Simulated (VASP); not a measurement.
The system is In4Ru.

```
CELL_PARAMETERS angstrom
4.89427 0.00000 0.00000
0.00000 4.89427 0.00000
0.00000 0.00000 4.89427
ATOMIC_POSITIONS crystal
In 0.00000 0.00000 0.00000
In 0.50000 0.50000 0.00000
In 0.50000 0.00000 0.50000
In 0.00000 0.50000 0.50000
Ru 0.50000 0.50000 0.50000
```

* Program: VASP 6.6.1
* Task: relaxation of cell and atoms
* Functional: PBE
* Potentials or basis: VASP PAW PBE potentials, release 64 (In_d, Ru_pv)
* Cutoff: 600 eV
* k mesh: 3 × 3 × 3
* Occupations: gaussian, width 0.2 eV
* Spin: no spin polarisation

At the start: pressure 15.5 GPa; volume 23.45 Å³/atom.

Question: Where does the relaxation end?

Answer: Over 3 steps the energy falls by 187.1 meV/atom and the volume is 28.06 Å³/atom (+19.7 %); space group Pm-3m (No. 221, to 0.05 Å).

Step by step:
| step | energy change (eV) | largest force (eV/Å) | pressure (GPa) | volume (Å³) |
| --- | --- | --- | --- | --- |
| 1 | 0.0000 | 0.0000 | 15.50 | 117.24 |
| 2 | -0.5526 | 0.0000 | -5.42 | 160.09 |
| 3 | -0.9356 | 0.0000 | -0.04 | 140.32 |

Final structure:
```
CELL_PARAMETERS angstrom
5.19641 0.00000 0.00000
0.00000 5.19641 0.00000
0.00000 0.00000 5.19641
ATOMIC_POSITIONS crystal
In 0.00000 0.00000 0.00000
In 0.50000 0.50000 0.00000
In 0.50000 0.00000 0.50000
In 0.00000 0.50000 0.50000
Ru 0.50000 0.50000 0.50000
```

Caveat: the k points lie up to 0.40 Å⁻¹ apart in the final cell; the volume moved by over 15 % at a fixed basis, so the end points are rough.
